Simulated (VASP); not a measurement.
A run of VASP 6.6.1 is set up as follows.

File INCAR:

```
SYSTEM = BN
PREC = Accurate
ENCUT = 520
EDIFF = 1E-6
ISMEAR = -1
SIGMA = 0.1551
LREAL = Auto
LASPH = .TRUE.
NELM = 100
ALGO = Normal
ISIF = 2
LWAVE = .FALSE.
LCHARG = .FALSE.
GGA = PE
IVDW = 12
NBANDS = 46
```

Contents of KPOINTS:

```
Automatic mesh
0
Gamma
  3 3 2
  0 0 0.5
```

Contents of POSCAR:

```
BN
1.0
    2.5531020490     -4.4221024657      0.0000000000
    2.5531020489      4.4221024657      0.0000000000
    0.0000000000      0.0000000000      6.7918449327
B N
8 8
Direct
    0.3502607067      0.1328978104      0.2255865697
    0.8563833426      0.1660732415      0.2795605640
    0.3493598819      0.6605523545      0.2537329720
    0.8559330879      0.6636939875      0.2674850527
    0.6949397865      0.3465211300      0.7382335801
    0.1285484187      0.2897979613      0.7755972129
    0.6598672415      0.8163299209      0.8093716883
    0.1639621155      0.8410149480      0.7395531037
    0.3362067823      0.1636024598      0.7374298220
    0.8185308616      0.1428764589      0.7720616492
    0.3251335027      0.6627075439      0.7860023385
    0.8303739385      0.6485199434      0.7506896949
    0.6960920529      0.3246791305      0.2276521351
    0.1905211283      0.3240019792      0.2467426769
    0.6957021582      0.8316754887      0.2998830244
    0.1902699622      0.8143036705      0.2233563951
```

Potentials or basis: VASP PAW PBE potentials, release 64 (B, N).

Run with:

```bash
$ cat potpaw_PBE.64/B/POTCAR potpaw_PBE.64/N/POTCAR > POTCAR
$ mpirun -np 1 vasp_std > vasp.out
```

(1) Predict the pressure.

(2) Estimate the band gap on the k mesh.

Answers

(1) -13.0 GPa.

(2) 3.03 eV, direct.

Caveat: the k points lie up to 0.47 Å⁻¹ apart; forces of over 1 eV/Å act on the atoms, so gaps and moduli don't describe the material at rest.
